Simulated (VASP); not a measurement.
Input of a VASP 6.6.1 run:

POSCAR

```
Ta2CN
1.0
    3.0934216605      0.0000000000      0.0000000000
    0.0000000000      3.0934216605      0.0000000000
    0.0000000000      0.0000000000      4.3821311639
Ta C N
2 1 1
Direct
    0.0000000000      0.0000000000      0.0000000000
    0.5000000000      0.5000000000      0.5000000000
    0.0000000000      0.0000000000      0.5000000000
    0.5000000000      0.5000000000      0.0000000000
```

File INCAR.step1:

```
  ALGO = Normal
  EDIFF = 1E-4
  ENCUT = 520
  GGA = PE
  ISMEAR = 1
  LASPH = True
  LCHARG = False
  LREAL = False
  LWAVE = True
  NBANDS = 24
  NELM = 100
  PREC = Accurate
  SIGMA = 0.1
```

Contents of INCAR.step2:

```
  ALGO = Normal
  EDIFF = 1E-6
  ENCUT = 520
  ISIF = 2
  ISMEAR = 1
  ISTART = 1
  LASPH = True
  LCHARG = False
  LMIXTAU = True
  LREAL = False
  LWAVE = False
  METAGGA = R2SCAN
  NBANDS = 24
  NELM = 100
  PREC = Accurate
  SIGMA = 0.1
```

KPOINTS

```
k-points
0
Gamma
  7 7 5
```

Potentials or basis: VASP PAW PBE potentials, release 64 (Ta_pv, C, N).

Run with:

```sh
$ cat potpaw_PBE.64/Ta_pv/POTCAR potpaw_PBE.64/C/POTCAR potpaw_PBE.64/N/POTCAR > POTCAR
$ cp INCAR.step1 INCAR
$ mpirun -np 1 vasp_std > vasp.out
$ cp INCAR.step2 INCAR
$ mpirun -np 1 vasp_std > vasp.out
```

(1) Predict the pressure.

Results:

(1) 15.1 GPa.

Caveat: the PAW data sets were made with another functional, which shifts forces and pressure a little.
